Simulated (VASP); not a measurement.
Cd5B3ClO9:

```
CELL_PARAMETERS angstrom
4.08600 -8.03050 0.00000
4.08600 8.03050 0.00000
-0.56107 0.00000 3.42849
ATOMIC_POSITIONS crystal
Cd 0.99037 0.73423 0.56639
Cd 0.73423 0.99037 0.56639
Cd 0.31139 0.66300 0.91232
Cd 0.66300 0.31139 0.91232
Cd 0.28718 0.28718 0.31012
B 0.62106 0.62106 0.97379
B 0.97209 0.36890 0.33700
B 0.36890 0.97209 0.33700
Cl 0.04918 0.04918 0.71162
O 0.77602 0.62357 0.01946
O 0.62357 0.77602 0.01946
O 0.45019 0.45019 0.87434
O 0.16190 0.45530 0.34660
O 0.45530 0.16190 0.34660
O 0.19657 0.83595 0.12526
O 0.83595 0.19657 0.12526
O 0.91209 0.45345 0.55521
O 0.45345 0.91209 0.55521
```

Base run:

| Item | Value |
| --- | --- |
| Program | VASP 6.6.1 |
| Functional | r2SCAN |
| Potentials or basis | VASP PAW PBE potentials, release 64 (Cd, B, Cl, O) |
| Cutoff | 520 eV |
| k mesh | 4 × 4 × 7 |
| Occupations | fermi-dirac, width 0.02 eV |
| Spin | no spin polarisation |

Its results: band gap on the k mesh 2.48 eV, indirect (least direct gap 2.55 eV); pressure 1.7 GPa; largest force 0.215 eV/Å.

Question: The run is repeated on the same cell with these changes: functional from r2SCAN to LDA; potentials or basis from VASP PAW PBE potentials, release 64 (Cd, B, Cl, O) to VASP PAW LDA potentials, release 64 (Cd, B, Cl, O). What comes out?

Answer: Band gap on the k mesh 1.83 eV, indirect (least direct gap 1.90 eV); pressure -3.9 GPa; largest force 0.119 eV/Å.

Caveats: the PAW data sets were made with another functional, which shifts forces and pressure a little (some runs).

A k mesh can miss the band edges.
